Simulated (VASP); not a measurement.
# C (Fd-3m) in VASP: further runs, part 2 of 2

VASP 6.6.1. The steps go on from the part before.

## Step 4: Single point, LDA

Input file INCAR:

```
SYSTEM = C
PREC = Accurate ; ENCUT = 910
EDIFF = 1E-6 ; ISMEAR = 0
SIGMA = 0.01 ; LREAL = .FALSE.
LASPH = .TRUE. ; NELM = 120
ALGO = Normal ; ISIF = 2
LWAVE = .FALSE. ; LCHARG = .FALSE.
NBANDS = 11 ; GGA_COMPAT = .FALSE.
```

Input file KPOINTS:

```
Automatic mesh
0
G
  10 10 10
  0 0 0
```

Input file POSCAR:

```
C
1.0
    0.0000000000      1.7659113027      1.7659113027
    1.7659113027      0.0000000000      1.7659113027
    1.7659113027      1.7659113027      0.0000000000
C
2
Direct
    0.0000000000      0.0000000000      0.0000000000
    0.2500000000      0.2500000000      0.2500000000
```

Potentials or basis: VASP PAW LDA potentials, release 64 (C_h).

Run with:

```
cat potpaw_LDA.64/C_h/POTCAR > POTCAR
mpirun -np 1 vasp_std > vasp.out
```

OUTCAR:

```text
SYSTEM = C
   PREC = Accurate
   ENCUT = 910
   EDIFF = 1E-6
   ISMEAR = 0
   LREAL = .FALSE.
   LASPH = .TRUE.
   NELM = 120
   ISIF = 2

 ion  position               nearest neighbor table
   1  0.000  0.000  0.000-
   2  0.250  0.250  0.250-

  LATTYP: Found a face centered cubic cell.
 ALAT       =     3.5318226054

  Lattice vectors:

 A1 = (   0.0000000000,   1.7659113027,   1.7659113027)
 A2 = (   1.7659113027,   0.0000000000,   1.7659113027)
 A3 = (   1.7659113027,   1.7659113027,   0.0000000000)

Analysis of symmetry for initial positions (statically):
=====================================================================
 Subroutine PRICEL returns:
 Original cell was already a primitive cell.

 Routine SETGRP: Setting up the symmetry group for a
 face centered cubic supercell.

 Subroutine GETGRP returns: Found 48 space group operations
 (whereof 24 operations were pure point group operations)
 out of a pool of 48 trial point group operations.

The static configuration has the point symmetry T_d .
 The point group associated with its full space group is O_h .

Analysis of symmetry for dynamics (positions and initial velocities):
=====================================================================
 Subroutine PRICEL returns:
 Original cell was already a primitive cell.

 Routine SETGRP: Setting up the symmetry group for a
 face centered cubic supercell.

 Subroutine GETGRP returns: Found 48 space group operations
 (whereof 24 operations were pure point group operations)
 out of a pool of 48 trial point group operations.

The dynamic configuration has the point symmetry T_d .
 The point group associated with its full space group is O_h .

 Subroutine INISYM returns: Found 48 space group operations
 (whereof 24 operations are pure point group operations),
 and found     1 'primitive' translations

----------------------------------------------------------------------------------------

                                     Primitive cell

  volume of cell :      11.0138

  direct lattice vectors                    reciprocal lattice vectors
     0.000000000  1.765911303  1.765911303    -0.283139929  0.283139929  0.283139929
     1.765911303  0.000000000  1.765911303     0.283139929 -0.283139929  0.283139929
     1.765911303  1.765911303  0.000000000     0.283139929  0.283139929 -0.283139929

  length of vectors
     2.497375714  2.497375714  2.497375714     0.490412742  0.490412742  0.490412742

  position of ions in fractional coordinates (direct lattice)
     0.000000000  0.000000000  0.000000000
     0.250000000  0.250000000  0.250000000

  ion indices of the primitive-cell ions
   primitive index   ion index
                 1           1
                 2           2

----------------------------------------------------------------------------------------

 KPOINTS: Automatic mesh

Automatic generation of k-mesh.
 Grid dimensions read from file:
 generate k-points for:   10   10   10

 Generating k-lattice:

  Cartesian coordinates                     Fractional coordinates (reciprocal lattice)
    -0.028313993  0.028313993  0.028313993     0.100000000  0.000000000  0.000000000
     0.028313993 -0.028313993  0.028313993     0.000000000  0.100000000  0.000000000
     0.028313993  0.028313993 -0.028313993     0.000000000  0.000000000  0.100000000

  Length of vectors
     0.049041274  0.049041274  0.049041274

  Shift w.r.t. Gamma in fractional coordinates (k-lattice)
     0.000000000  0.000000000  0.000000000

 Subroutine IBZKPT returns following result:
 ===========================================

 Found     47 irreducible k-points:

 Following reciprocal coordinates:
            Coordinates               Weight
  0.000000  0.000000  0.000000      1.000000
  0.100000  0.000000  0.000000      8.000000
  0.200000  0.000000  0.000000      8.000000
  0.300000  0.000000  0.000000      8.000000
  0.400000  0.000000  0.000000      8.000000
  0.500000  0.000000  0.000000      4.000000
[... 16 lines left out ...]
  0.300000  0.300000  0.000000      6.000000
  0.400000  0.300000  0.000000     24.000000
 [... further k-points ...]
   k-points           NKPTS =     47   k-points in BZ     NKDIM =     47   number of bands    NBANDS=     11
   number of dos      NEDOS =    301   number of ions     NIONS =      2
   total plane-waves  NPLWV =  21952
   dimension x,y,z NGX =    28 NGY =   28 NGZ =   28
   dimension x,y,z NGXF=    56 NGYF=   56 NGZF=   56
   ions per type =               2
   NGX,Y,Z   is equivalent  to a cutoff of  18.64, 18.64, 18.64 a.u.
   NGXF,Y,Z  is equivalent  to a cutoff of  37.28, 37.28, 37.28 a.u.
 SYSTEM =  C
   PREC   = accura    normal or accurate (medium, high low for compatibility)
   ISTART =      0    job   : 0-new  1-cont  2-samecut
   ICHARG =      2    charge: 1-file 2-atom 10-const
   ISPIN  =      1    spin polarized calculation?
   LNONCOLLINEAR =      F non collinear calculations
   LSORBIT =      F    spin-orbit coupling
   LASPH  =      T    aspherical Exc in radial PAW
   ENCUT  =  910.0 eV  66.88 Ry    8.18 a.u.   6.14  6.14  6.14*2*pi/ulx,y,z
   NELM   =    120;   NELMIN=  2; NELMDL= -5     # of ELM steps
   EDIFF  = 0.1E-05   stopping-criterion for ELM
   LREAL  =      F    real-space projection
   EDIFFG = 0.1E-04   stopping-criterion for IOM
   NSW    =      0    number of steps for IOM
   IBRION =     -1    ionic relax: 0-MD 1-quasi-New 2-CG
   NFREE  =      0    steps in history (QN), initial steepest desc. (CG)
   ISIF   =      2    stress and relaxation
   ISYM   =      2    0-nonsym 1-usesym 2-fastsym
   POTIM  = 0.5000    time-step for ionic-motion
   TEBEG  =    0.0;   TEEND  =   0.0 temperature during run
   PSTRESS=    0.0 pullay stress
   NELECT =       8.0000    total number of electrons
   NUPDOWN=      -1.0000    fix difference up-down
   EMIN   =  10.00;   EMAX   =-10.00  energy-range for DOS
   EFERMI =   0.00;   METHOD = LEGACY
   ISMEAR =     0;   SIGMA  =   0.01  broadening in eV -4-tet -1-fermi 0-gaus
   EFERMI_NEDOS =   21; number of points for ismear=-14 and -15
   IALGO  =     38    algorithm
   IMIX   =      4    mixing-type and parameters
     AMIX     =   0.40;   BMIX     =  1.00
     AMIX_MAG =   1.60;   BMIX_MAG =  1.00
  volume/ion in A,a.u.               =       5.51        37.16
  Fermi-wavevector in a.u.,A,eV,Ry     =   1.471610  2.780939 29.465250  2.165635
  Thomas-Fermi vector in A             =   2.586725
   LORBIT       =      0    0 simple, 1 ext, 2 COOP (PROOUT), +10 PAW based schemes
   GGA     = CA    functional components
   LHFCALC =     F    Hartree Fock is set to
   AEXX    =    0.0000 exact exchange contribution
   IVDW    =     0    specifies the selected vdW correction
   LEPSILON=     F    determine dielectric tensor
   LRPA    =     F    only Hartree local field effects (RPA)
 non-spin polarized calculation
 Gauss-broadening in eV      SIGMA  =   0.01
  energy-cutoff  :      910.00
  volume of cell :       11.01
 maximum number of plane-waves:       701
 NGX is ok and might be reduce to    28
   NGX = 13   NGY = 13   NGZ = 13

 number of electron       8.0000000 magnetization

 Free energy of the ion-electron system (eV)
  ---------------------------------------------------
  ext. energy  EPLUGINS =         0.00000000
  ---------------------------------------------------
  free energy    TOTEN  =       -20.26672762 eV

  energy without entropy =      -20.26672762  energy(sigma->0) =      -20.26672762

 E-fermi :  11.5143     XC(G=0): -13.7969

 val. band max:       11.3373961951   @ k =   0.0000   0.0000   0.0000
 cond. band min:      15.5429096717   @ k =   0.4000   0.4000   0.0000
 fundamental gap:      4.2055134765
 Fermi energy:        11.5143238668

 k-point     1 :       0.0000    0.0000    0.0000
  band No.  band energies     occupation
      1     -10.3798      2.00000
      2      11.3374      2.00000
      3      11.3374      2.00000
      4      11.3374      2.00000
      5      16.9638      0.00000
      6      16.9638      0.00000
      7      16.9638      0.00000
      8      25.5676      0.00000
      9      30.7347      0.00000
     10      38.2890      0.00000
     11      38.2890      0.00000
[... 309 lines left out ...]
 k-point    24 :       0.4000    0.3000    0.0000
  band No.  band energies     occupation
      1      -5.6962      2.00000
      2       3.3093      2.00000
      3       5.1978      2.00000
      4       5.8305      2.00000
      5      16.1787      0.00000
      6      19.3869      0.00000
      7      25.6262      0.00000
      8      25.7333      0.00000
      9      33.4840      0.00000
     10      34.3226      0.00000
     11      42.4699      0.00000

 [... further k-points ...]
[... 5 lines left out ...]
  --------------------------------------------------------------------------------------
  -------------------------------------------------------------------------------------
  Total        0.0429820      0.0429820      0.0429820     -0.0000000      0.0000000      0.0000000
  in kB        6.2525928      6.2525928      6.2525928     -0.0000000      0.0000000      0.0000000
  external PRESSURE =       6.2525928 kB  Pullay stress =       0.0000000 kB

 VOLUME and BASIS-vectors are now :
 -----------------------------------------------------------------------------
  energy-cutoff  :      910.00
  volume of cell :       11.01
      direct lattice vectors                 reciprocal lattice vectors
     0.000000000  1.765911303  1.765911303    -0.283139929  0.283139929  0.283139929
     1.765911303  0.000000000  1.765911303     0.283139929 -0.283139929  0.283139929
     1.765911303  1.765911303  0.000000000     0.283139929  0.283139929 -0.283139929

 POSITION                                       TOTAL-FORCE (eV/Angst)
 -----------------------------------------------------------------------------------
      0.00000      0.00000      0.00000        -0.000000     -0.000000     -0.000000
      0.88296      0.88296      0.88296         0.000000      0.000000      0.000000
 -----------------------------------------------------------------------------------
    total drift:                                0.000000      0.000000      0.000000

  FREE ENERGIE OF THE ION-ELECTRON SYSTEM (eV)
  ---------------------------------------------------
  free  energy   TOTEN  =       -20.2667276157 eV

  energy  without entropy=      -20.2667276157  energy(sigma->0) =      -20.26672762
```

OSZICAR:

```text
N       E                     dE             d eps       ncg     rms          rms(c)
DAV:   1     0.993672526328E+01    0.99367E+01   -0.66735E+03  1034   0.110E+03
DAV:   2    -0.199926258439E+02   -0.29929E+02   -0.28824E+02  1382   0.168E+02
DAV:   3    -0.210939820505E+02   -0.11014E+01   -0.10980E+01  1256   0.265E+01
DAV:   4    -0.210968708263E+02   -0.28888E-02   -0.28886E-02  1123   0.152E+00
DAV:   5    -0.210968742795E+02   -0.34531E-05   -0.34531E-05  1197   0.552E-02    0.509E+00
DAV:   6    -0.204838008333E+02    0.61307E+00   -0.32471E-01  1087   0.400E+00    0.272E+00
DAV:   7    -0.202668383315E+02    0.21696E+00   -0.38994E-01  1162   0.435E+00    0.359E-01
DAV:   8    -0.202667400922E+02    0.98239E-04   -0.88906E-03  1108   0.874E-01    0.293E-02
DAV:   9    -0.202667263866E+02    0.13706E-04   -0.41443E-05  1186   0.534E-02    0.142E-02
DAV:  10    -0.202667277007E+02   -0.13141E-05   -0.33877E-06  1152   0.168E-02    0.305E-03
DAV:  11    -0.202667276157E+02    0.84960E-07   -0.17638E-07   574   0.403E-03
   1 F= -.20266728E+02 E0= -.20266728E+02  d E =-.190332-140
```

Wall time 5.4 s (1 thread of Intel Xeon 6975P-C (Granite Rapids), shared host); peak memory 0.13 GiB.

What came out:

| Quantity | Value |
| --- | --- |
| Free energy | -20.2667 eV |
| Pressure | 0.6 GPa |
| Band gap on the k mesh | 4.21 eV, indirect (least direct gap 5.63 eV) |

Caveat: the cutoff is under 1.25 times the usual one of these potentials, so pressure, stress and relaxed cells hold a basis-set (Pulay) error.

## Step 5: Overview

| task | potentials or basis | cell | cutoff (eV) | second run | gap on the mesh (eV) | pressure (GPa) |
| --- | --- | --- | --- | --- | --- | --- |
| single point | VASP PAW LDA potentials, release 64 (C) | a = 2.497 Å, angles 60.0°, 2 atoms | 520 | - | 4.20 | 1.6 |
| relaxation of cell and atoms | VASP PAW LDA potentials, release 64 (C) | relaxed from a = 2.524 Å, angles 60.0°, 2 atoms | 600 | - | 4.20 | 0.0 |
| single point | VASP PAW LDA potentials, release 64 (C_h) | a = 2.497 Å, angles 60.0°, 2 atoms | 910 | hard_potentials | 4.21 | 0.6 |

Alike in all rows: level LDA; no spin polarisation; k mesh 10 × 10 × 10; smearing gaussian 0.01 eV.

Caveats: the cutoff is under 1.25 times the usual one of these potentials, so pressure, stress and relaxed cells hold a basis-set (Pulay) error (some runs).

Absolute energies hang on the potentials; compare differences alone.
